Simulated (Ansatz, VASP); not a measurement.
# SiSnGe2 in VASP and in Ansatz

```
CELL_PARAMETERS angstrom
4.16010 0.00000 0.00000
0.00000 4.16010 0.00000
0.00000 0.00000 5.94089
ATOMIC_POSITIONS crystal
Si 0.00000 0.00000 0.00000
Sn 0.50000 0.50000 0.50000
Ge 0.50000 0.00000 0.77483
Ge 0.00000 0.50000 0.22517
```

Alike in both runs: functional PBE; k mesh 10 × 10 × 8; occupations fermi-dirac, width 0.15 eV; no spin polarisation.

Ansatz relaxed the structure, and its values are those at the end. VASP's run is a single point on that final structure, the one shown.

```csv
,VASP,Ansatz
version,VASP 6.6.1,Ansatz 0.2.0
potentials or method,"VASP PAW PBE potentials, release 64 (Si, Sn_d, Ge_d), cutoff 520 eV","scalar-relativistic, plane waves, PAW"
valence electrons in the cell,46,46
```

VASP gave:

| Item | Value |
| --- | --- |
| gap on the k mesh at the Fermi level (eV) | none |
| pressure (GPa) | -0.1 |

Q: What did Ansatz give for the same quantities?

A: gap on the k mesh at the Fermi level (eV): none; pressure (GPa): 0.0.

A gap of «none» marks a metal or a gap that the smearing closes.
